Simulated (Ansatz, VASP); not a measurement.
## N: VASP beside Ansatz

```
N
1.0
     4.08406    0.00000    0.00000
     0.00000    4.08406    0.00000
     0.00000    0.00000    5.34591
N
4
Direct
  0.90428 0.90428 0.00000
  0.59572 0.40428 0.50000
  0.09572 0.09572 0.00000
  0.40428 0.59572 0.50000
```

Alike in both runs: task single point; functional PBEsol; k mesh 6 × 6 × 6; occupations gaussian, width 0.05 eV; no spin polarisation.

|  | VASP | Ansatz |
| --- | --- | --- |
| version | VASP 6.6.1 | Ansatz 0.2.0 |
| potentials or method | VASP PAW PBE potentials, release 64 (N), cutoff 520 eV | scalar-relativistic, plane waves, PAW |
| valence electrons in the cell | 20 | 20 |

|  | VASP | Ansatz | Ansatz less VASP |
| --- | --- | --- | --- |
| gap on the k mesh at the Fermi level (eV) | 6.83 | 6.88 | +0.045 |
| least direct gap on the mesh (eV) | 7.03 | 7.08 | +0.046 |
| pressure (GPa) | 1.3 | -0.8 | -2.08 |
| traceless stress, the component that is largest in VASP (GPa) | -1.10 | 1.15 | +2.246 |
| rms of the force components (eV/Å) | 0.499 | 0.497 | -0.0015 |

VASP's potentials were made for PBE, not for PBEsol. Atom by atom the forces differ by 0.996 eV/Å (rms over components). One of these differences is far larger than is usual between the two programs; its cause wasn't traced.

Noted on VASP's run: the standard files for N, O and F lose accuracy on very short bonds.
